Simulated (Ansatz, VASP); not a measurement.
ZnS in VASP and in Ansatz

The input POSCAR:

```
ZnS
1.0
    3.6599924818      0.0000000000      0.0000000000
   -1.8299962409      3.1696464669      0.0000000000
    0.0000000000      0.0000000000      5.9953206654
Zn S
2 2
Direct
    0.0000000000      0.0000000000      0.0000000000
    0.0000000000      0.0000000000      0.5000000000
    0.3333333333      0.6666666667      0.2500000000
    0.6666666667      0.3333333333      0.7500000000
```

Contents of INCAR.step1:

```
SYSTEM = ZnS
  PREC = Accurate
  ENCUT = 520
  ISMEAR = 0
  SIGMA = 0.01
  LREAL = .FALSE.
  LASPH = .TRUE.
  NELM = 60
  NBANDS = 26
  GGA = PE
  ALGO = Normal
  EDIFF = 1E-4
  LWAVE = .TRUE.
  LCHARG = .FALSE.
```

Contents of INCAR.step2:

```
SYSTEM = ZnS
  PREC = Accurate
  ENCUT = 520
  EDIFF = 1E-7
  ISMEAR = 0
  SIGMA = 0.01
  LREAL = .FALSE.
  LASPH = .TRUE.
  NELM = 60
  ALGO = Normal
  ISIF = 2
  LWAVE = .FALSE.
  LCHARG = .FALSE.
  METAGGA = R2SCAN
  LMIXTAU = .TRUE.
  NBANDS = 26
  ISTART = 1
```

The input KPOINTS:

```
Automatic mesh
0
G
  6 6 4
  0 0 0
```

Input for Ansatz:

```yaml
crystal:
  lattice:
    - [3.6599924818, 0.0, 0.0]
    - [-1.8299962409, 3.1696464669, 0.0]
    - [0.0, 0.0, 5.9953206654]
  atoms:
    - { symbol: Zn, position: [0.0, 0.0, 0.0] }
    - { symbol: Zn, position: [0.0, 0.0, 0.5] }
    - { symbol: S, position: [0.3333333333, 0.6666666667, 0.25] }
    - { symbol: S, position: [0.6666666667, 0.3333333333, 0.75] }
kpoints:
  mp_grid: { grid: [6, 6, 4] }
hamiltonian:
  xc: r2scan
scf:
  occupations: { method: fixed }
  n_extra_bands: 5
output:
  forces: true
  stress: true
  eigenvalues: true
```

Alike in both runs: task single point; functional r2SCAN; k mesh 6 × 6 × 4; no spin polarisation.

```csv
,VASP,Ansatz
version,VASP 6.6.1,Ansatz 0.2.0
potentials or method,"VASP PAW PBE potentials, release 64 (Zn, S)","plane waves, PAW"
plane-wave cutoff (eV),520,500
occupations,"gaussian, width 0.01 eV",fixed
valence electrons in the cell,36,36
```

```tsv
	VASP	Ansatz	Ansatz less VASP
gap on the k mesh at the Fermi level (eV)	0.83	0.84	+0.006
pressure (GPa)	-4.9	-5.0	-0.10
traceless stress, the component that is largest in VASP (GPa)	-0.11	-0.22	-0.108
```

VASP's potentials were made for PBE, not for r2SCAN.
